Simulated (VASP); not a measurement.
Wanted: the native input for a VASP 6.6.1 run.

```
Task                   : relaxation of cell and atoms
Functional             : PBE
Potentials or basis    : VASP PAW PBE potentials, release 64 (Al, W_sv)
Cutoff                 : 600 eV
k mesh                 : 24 × 24 × 24
Occupations            : gaussian, width 0.1 eV
Spin                   : no spin polarisation
Dipole correction      : no
Further INCAR settings : ALGO = Fast; EDIFF = 1e-06; IBRION = 2; EDIFFG = -0.01; NSW = 100; ISIF = 3
```

The structure of AlW lies in POSCAR:

```
AlW
1.0
    1.4222024695      0.8211089786      4.5037242205
   -1.4222024695      0.8211089786      4.5037242205
    0.0000000000     -1.6422179572      4.5037242205
Al W
1 1
Direct
    0.0000000000      0.0000000000      0.0000000000
    0.5000000000      0.5000000000      0.5000000000
```

The cell was generated, and may not be a known phase.

One way to write it, as run:

INCAR

```
PREC = Accurate ; ENCUT = 600
EDIFF = 1E-6 ; ISMEAR = 0
SIGMA = 0.1 ; LREAL = False
LASPH = True ; NELM = 100
ALGO = Fast ; ISIF = 3
LWAVE = False ; LCHARG = False
GGA = PE ; IBRION = 2
NSW = 100 ; EDIFFG = -0.01
```

KPOINTS

```
Automatic mesh
0
Gamma
  24 24 24
```

Potentials or basis: VASP PAW PBE potentials, release 64 (Al, W_sv).

The run is started by

```console
$ cat potpaw_PBE.64/Al/POTCAR potpaw_PBE.64/W_sv/POTCAR > POTCAR
$ mpirun -np 1 vasp_std > vasp.out
```

Results of the run:

```
Relaxed volume                        : 15.77 Å³/atom
Relaxed cell                          : a = 4.819 Å, b = 4.819 Å, c = 4.819 Å, α = 34.21°, β = 34.21°, γ = 34.21°
Space group after relaxing (to 0.1 Å) : R-3m (No. 166)
Energy gained by relaxing             : 0.9 meV/atom
Ionic steps                           : 6
Pressure after relaxing               : 0.0 GPa
Band gap on the k mesh                : zero (an odd number of electrons rules out a gap without spin polarisation)
```

Caveat: spin-orbit coupling is left out, which moves the levels of the heavy elements.

Wall time 100 min on 1 thread of Oxide Virtual Turin-like Processor (shared host), peak memory 0.81 GiB.
